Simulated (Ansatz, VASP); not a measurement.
Two plane-wave programs on TaAl4

Contents of INCAR:

```
SYSTEM = TaAl4
PREC = Accurate
ENCUT = 600
EDIFF = 1E-7
ISMEAR = 0
SIGMA = 0.1
LREAL = .False.
LASPH = .True.
NELM = 80
ALGO = Fast
ISIF = 3
LWAVE = .False.
LCHARG = .False.
GGA = PE
IBRION = 2
NSW = 100
EDIFFG = -0.01
```

Contents of KPOINTS:

```
regular mesh
0
Gamma
  10 10 10
  0 0 0
```

The input POSCAR:

```
TaAl4
1.0
   -3.1162263014      3.1162263014      2.8990115800
    3.1162263014     -3.1162263014      2.8990115800
    3.1162263014      3.1162263014     -2.8990115800
Ta Al
1 4
Direct
    0.9809018285      0.9809018285      0.0000000000
    0.0173801137      0.4925007347      0.0000000000
    0.4925007347      0.0173801137      0.0000000000
    0.4925007347      0.4925007347      0.4751206210
    0.0173801137      0.0173801137      0.5248793790
```

Input for Ansatz:

```yaml
crystal:
  lattice:
    - [-3.1162263014, 3.1162263014, 2.89901158]
    - [3.1162263014, -3.1162263014, 2.89901158]
    - [3.1162263014, 3.1162263014, -2.89901158]
  atoms:
    - { symbol: Ta, position: [0.9809018285, 0.9809018285, 0.0] }
    - { symbol: Al, position: [0.0173801137, 0.4925007347, 0.0] }
    - { symbol: Al, position: [0.4925007347, 0.0173801137, 0.0] }
    - { symbol: Al, position: [0.4925007347, 0.4925007347, 0.475120621] }
    - { symbol: Al, position: [0.0173801137, 0.0173801137, 0.524879379] }
basis:
  ecutwfc: 420
kpoints:
  mp_grid: { grid: [10, 10, 10] }
hamiltonian:
  xc: pbe
scf:
  occupations: { method: gaussian, width: 0.1 }
output:
  forces: true
  stress: true
  eigenvalues: true
relax:
  adjacent_minimum: "off"
  f_tol: 0.01
  max_steps: 80
  cell: { stress_tol: 0.05 }
```

Change from the starting cell: the structure that the rattled cell fell into.

Alike in both runs: task relaxation of cell and atoms; functional PBE; k mesh 10 × 10 × 10; occupations gaussian, width 0.1 eV; no spin polarisation.

|  | VASP | Ansatz |
| --- | --- | --- |
| version | VASP 6.6.1 | Ansatz 0.2.0 |
| potentials or method | VASP PAW PBE potentials, release 64 (Ta_pv, Al), cutoff 600 eV | scalar-relativistic, plane waves, PAW |
| valence electrons in the cell | 23 | 25 |

```tsv
	VASP	Ansatz	Ansatz less VASP
gap on the k mesh at the Fermi level, each at its own relaxed structure (eV)	none	none	-
relaxed volume (Å³/atom)	22.54	22.54	0.000
relaxed cell length with the largest relative difference (Å)	5.276	5.276	0.0000
```

A gap of «none» marks a metal or a gap that the smearing closes. VASP's potentials hold 23 valence electrons a cell and Ansatz's 25, so a difference there can come from the potentials and not from the codes.

Neither program's run includes spin-orbit coupling.
